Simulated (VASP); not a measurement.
Input of a VASP 6.6.1 run:

The input INCAR:

```
SYSTEM = InGa3P4
PREC = Accurate ; ENCUT = 520
EDIFF = 1E-7 ; ISMEAR = 0
SIGMA = 0.02 ; LREAL = .False.
LASPH = .True. ; NELM = 100
ALGO = Normal ; ISIF = 2
LWAVE = .False. ; LCHARG = .True.
GGA = PE ; LELF = .True.
LVHAR = .True. ; NBANDS = 46
```

Contents of KPOINTS:

```
regular mesh
0
Gamma
  8 8 8
  0 0 0
```

File POSCAR:

```
InGa3P4
1.0
   -2.8102220000      2.8102220000      5.6101079000
    2.8102220000     -2.8102220000      5.6101079000
    2.8102220000      2.8102220000     -5.6101079000
In Ga P
1 3 4
Direct
    0.5000000000      0.5000000000      0.0000000000
    0.7500000000      0.2500000000      0.5000000000
    0.0000000000      0.0000000000      0.0000000000
    0.2500000000      0.7500000000      0.5000000000
    0.1067300000      0.6329640000      0.0000000000
    0.3670360000      0.3670360000      0.4737660000
    0.6329640000      0.1067300000      0.0000000000
    0.8932700000      0.8932700000      0.5262340000
```

Potentials or basis: VASP PAW PBE potentials, release 64 (In_d, Ga_d, P).

Command:

```console
$ cat potpaw_PBE.64/In_d/POTCAR potpaw_PBE.64/Ga_d/POTCAR potpaw_PBE.64/P/POTCAR > POTCAR
$ mpirun -np 1 vasp_std > vasp.out
```

Task: What does it give for the pressure?

Result: 0.0 GPa.

Task: Predict the largest force.

Result: 0.012 eV/Å.

Task: What does it give for the band gap on the k mesh?

Result: 1.15 eV.

Forces in eV/Å, atoms in the order of the input:
```
In   0.000  0.000  0.000
Ga   0.000  0.000  0.000
Ga   0.000  0.000  0.000
Ga   0.000  0.000  0.000
P   -0.005  0.005  0.009
P    0.005  0.005 -0.009
P    0.005 -0.005  0.009
P   -0.005 -0.005 -0.009
```

Caveat: spin-orbit coupling is left out, which moves the levels of the heavy elements. A k mesh can miss the band edges.
